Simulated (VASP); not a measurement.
## BN: single point with LDA

Crystal: BN.

```xyz
4
Lattice="2.5539 0.0000 0.0000 -1.2770 2.2118 0.0000 0.0000 0.0000 4.2269" Properties=species:S:1:pos:R:3 pbc="T T T"
B     1.2770    0.7373    4.2257
B     0.0000    1.4745    2.1123
N     1.2770    0.7373    2.6430
N     0.0000    1.4745    0.5295
```

- Program: VASP 6.6.1
- Task: single point
- Functional: LDA
- Potentials or basis: VASP PAW LDA potentials, release 64 (B, N)
- Cutoff: 600 eV
- k mesh: 9 × 9 × 4
- Occupations: gaussian, width 0.1 eV
- Spin: no spin polarisation

* Pressure: -13.1 GPa
* Largest force: 0.022 eV/Å
* Band gap on the k mesh: 4.96 eV, indirect (least direct gap 8.10 eV)

Forces in eV/Å, atoms in the order of the input:
```
B    0.000  0.000  0.022
B    0.000  0.000  0.022
N    0.000  0.000 -0.022
N    0.000  0.000 -0.022
```

Stress tensor (GPa, compression positive):
```
-13.00   0.00   0.00
  0.00 -13.00   0.00
  0.00   0.00 -13.44
```

Levels at points of the mesh, in eV from the valence-band top:
```tsv
k point	band 5	band 6	band 7	band 8	band 9	band 10	band 11	band 12
(0.00, 0.00, 0.00)	-2.11	-0.28	0.00	0.00	8.20	8.20	8.42	9.48
(0.00, 0.00, 0.50)	-1.17	-1.17	-1.17	-1.17	9.37	9.37	9.74	9.74
```

Run time: 8.2 s on 1 thread of Intel(R) Xeon(R) Platinum 8488C (Sapphire Rapids), on a shared host, peak memory 0.13 GiB.

A k mesh can miss the band edges. Expect the measured gap to be larger: semilocal functionals such as LDA lack the derivative discontinuity.
